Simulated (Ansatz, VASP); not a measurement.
**One calculation of NaHF2, two programs**

INCAR

```
ALGO = Normal ; EDIFF = 1E-6
ENCUT = 520 ; GGA = CA
ISIF = 2 ; ISMEAR = -1
LASPH = T ; LCHARG = F
LREAL = F ; LWAVE = F
NBANDS = 19 ; NELM = 60
PREC = Accurate ; SIGMA = 0.02
```

The input KPOINTS:

```
k-points
0
Gamma
  10 10 10
```

POSCAR

```
NaHF2
1.0
    1.7284452171      0.9979183114      4.6852594058
   -1.7284452171      0.9979183114      4.6852594058
    0.0000000000     -1.9958366228      4.6852594058
Na H F
1 1 2
Direct
    0.0000000000      0.0000000000      0.0000000000
    0.5000000000      0.5000000000      0.5000000000
    0.4100000000      0.4100000000      0.4100000000
    0.5900000000      0.5900000000      0.5900000000
```

Input for Ansatz:

```yaml
crystal:
  lattice:
    - [1.7284452171, 0.9979183114, 4.6852594058]
    - [-1.7284452171, 0.9979183114, 4.6852594058]
    - [0.0, -1.9958366228, 4.6852594058]
  atoms:
    - { symbol: Na, position: [0.0, 0.0, 0.0] }
    - { symbol: H, position: [0.5, 0.5, 0.5] }
    - { symbol: F, position: [0.41, 0.41, 0.41] }
    - { symbol: F, position: [0.59, 0.59, 0.59] }
kpoints:
  mp_grid: { grid: [10, 10, 10] }
  band_path:
    path:
      - [0.0, 0.0, 0.0]
      - [0.5, 0.5, 0.5]
      - [0.8030898756, 0.1969101244, 0.5]
      - [0.5, -0.1969101244, 0.1969101244]
      - [0.5, 0.0, 0.0]
      - [0.0, 0.0, 0.0]
      - [0.3484550622, -0.3484550622, 0.0]
      - [0.6515449378, 0.0, 0.3484550622]
      - [0.5, 0.0, 0.5]
    npoints: 5
scf:
  occupations: { method: fermi_dirac, width: 0.02 }
hamiltonian:
  xc: lda
  pseudopotentials: { kind: all_electron, lapw: { basis_error: 0.001 } }
output:
  forces: true
  stress: true
  eigenvalues: true
```

Change from the starting cell: zz strain of +1 %.

Alike in both runs: task single point; functional LDA; k mesh 10 × 10 × 10; occupations fermi-dirac, width 0.02 eV; no spin polarisation.

|  | VASP | Ansatz |
| --- | --- | --- |
| version | VASP 6.6.1 | Ansatz 0.2.0 |
| potentials or method | VASP PAW LDA potentials, release 64 (Na_pv, H, F), cutoff 520 eV | all-electron LAPW, scalar-relativistic |

```csv
,VASP,Ansatz,Ansatz less VASP
gap on the k mesh at the Fermi level (eV),6.26,6.28,+0.024
pressure (GPa),-7.6,-7.6,+0.06
"traceless stress, the component that is largest in VASP (GPa)",-11.75,-12.10,-0.346
rms of the force components (eV/Å),0.914,0.932,+0.0181
```

LDA's correlation is that of Perdew and Zunger in VASP and of Perdew and Wang (1992) in Ansatz. Atom by atom the forces differ by 0.018 eV/Å (rms over components). Ansatz ran all-electron here, and VASP with PAW potentials.
